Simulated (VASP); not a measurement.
A run of VASP 6.6.1:

File INCAR:

```
  PREC = Accurate
  ENCUT = 520
  EDIFF = 1E-6
  ISMEAR = -1
  SIGMA = 0.01
  LREAL = Auto
  LASPH = T
  NELM = 80
  ALGO = Normal
  ISIF = 2
  LWAVE = F
  LCHARG = T
  GGA = PE
  LELF = T
  LVHAR = T
  NELECT = 392.0
  NBANDS = 242
```

KPOINTS

```
Automatic mesh
0
Gamma
  1 1 1
```

Contents of POSCAR:

```
Al32ClO48
1.0
    4.8078835200      2.7758328500      8.7484141900
   -4.8078835200      2.7758328500      8.7484141900
    0.0000000000     -5.5516656900      8.7484141900
Al O Cl
32 48 1
Direct
    0.3226354764      0.3293143539      0.3288836336
    0.4262602970      0.4283268263      0.4272565823
    0.0656066880      0.0722959858      0.0750248565
    0.1672646132      0.1598276403      0.1800841369
    0.3314138360      0.3117237565      0.8204524340
    0.4257122368      0.4460822919      0.9236131364
    0.0726535039      0.0720552110      0.5774242083
    0.1727489797      0.1805203728      0.6762482093
    0.3187541551      0.8180063287      0.3364615937
    0.4291453448      0.9239714043      0.4338836697
    0.0707396862      0.5806286403      0.0783545264
    0.1778968004      0.6877905015      0.1751864581
    0.3266058574      0.8332192052      0.8261573188
    0.4227111468      0.9525873743      0.9374121833
    0.0723165238      0.5750324220      0.5771030041
    0.1774894489      0.6696066782      0.6848379553
    0.8227707327      0.3294892049      0.3201361212
    0.9235138609      0.4263727362      0.4268434522
    0.5771898604      0.0594800828      0.0562707807
    0.6702352508      0.1737454028      0.1797190925
    0.8207761896      0.3251739197      0.8258390976
    0.9226545797      0.4267359170      0.9283039151
    0.5700280849      0.0726467370      0.5636173545
    0.6781051794      0.1748859171      0.6656718256
    0.8216036328      0.8244150805      0.3228875511
    0.9253919461      0.9243697547      0.4285552237
    0.5697786468      0.5818510117      0.0719411122
    0.6753457816      0.6760118420      0.1785879659
    0.8277484568      0.8240583598      0.8215188643
    0.9278246641      0.9284806981      0.9242883364
    0.5743119335      0.5709113745      0.5765054511
    0.6765343900      0.6783225256      0.6741639746
    0.2134024934      0.0153530941      0.3884616161
    0.4862166625      0.1060161536      0.3285599165
    0.0152702443      0.3826837548      0.2227938363
    0.4089972246      0.1190631556     -0.0104827990
    0.1213590713      0.2824767001      0.4737539968
    0.2759404996      0.5108710495      0.1161973274
    0.2209460202      0.0368550249      0.8742305300
    0.4820873948      0.1312196263      0.7396519271
    0.0243099978      0.3777260368      0.7244809548
    0.3649363637      0.2356417619      0.5306488562
    0.1212804159      0.2767849955      0.9743301211
    0.2779711112      0.4722380436      0.6291477390
    0.2194490347      0.5355485384      0.3769152179
    0.4711725498      0.6264304462      0.2802167580
    0.0191926301      0.8769298407      0.2229847682
    0.3763025475      0.7345720837      0.0241303105
    0.1210990657      0.7732949839      0.4806556060
    0.2518707800      0.9508246429      0.1522122755
    0.2252927770      0.5208836681      0.8847359243
    0.4718151776      0.6329327255      0.7745398153
    0.0323897019      0.8696944621      0.7257597182
    0.3747852050      0.7170050324      0.5354546926
    0.1214835751      0.7908170080      0.9691997807
    0.2732450024      0.9741345274      0.6300673454
    0.7321850245      0.0258649719      0.3727953662
    0.9641332928      0.1283351258      0.2793984928
    0.5264256701      0.3799282416      0.2199798587
    0.8696774641      0.2230309622      0.0294911846
    0.6291349526      0.2844074091      0.4615755474
    0.7745152552      0.4773368663      0.1227931499
    0.7343706865      0.0274937441      0.8617088758
    0.9698952944      0.1282818345      0.7784703331
    0.5262889117      0.3700100335      0.7293788276
    0.8753215405      0.2219442569      0.5282132525
    0.6226398858      0.2803733223      0.9714839563
    0.7759618190      0.4700333631      0.6279074775
    0.7170725166      0.5287799542      0.3786828140
    0.9671774321      0.6261660993      0.2806188377
    0.5263030852      0.8710428600      0.2306897052
    0.8734466723      0.7241119971      0.0300404229
    0.6290753920      0.7716138011      0.4724841502
    0.7717812242      0.9736884992      0.1230639110
    0.7189704039      0.5317741408      0.8753315798
    0.9719035244      0.6220914467      0.7842068598
    0.5303159319      0.8763378165      0.7116794133
    0.8756582461      0.7194432578      0.5300665346
    0.6239599545      0.7857504617      0.9723086623
    0.7854316925      0.9686199748      0.6229144768
    0.3309332965      0.2441490205      0.1581532589
```

Potentials or basis: VASP PAW PBE potentials, release 64 (Al, O, Cl).

The run is started by

```console
$ cat potpaw_PBE.64/Al/POTCAR potpaw_PBE.64/O/POTCAR potpaw_PBE.64/Cl/POTCAR > POTCAR
$ mpirun -np 1 vasp_gam > vasp.out
```

Hardware: 1 thread of Intel(R) Xeon(R) Platinum 8488C (Sapphire Rapids), on a shared host.

Problem. How long does it take, and how much memory?

Solution. Wall time 5.3 min on 1 thread of Intel(R) Xeon(R) Platinum 8488C (Sapphire Rapids), on a shared host, peak memory 0.94 GiB. Counts: scf iterations 16, k points 1.
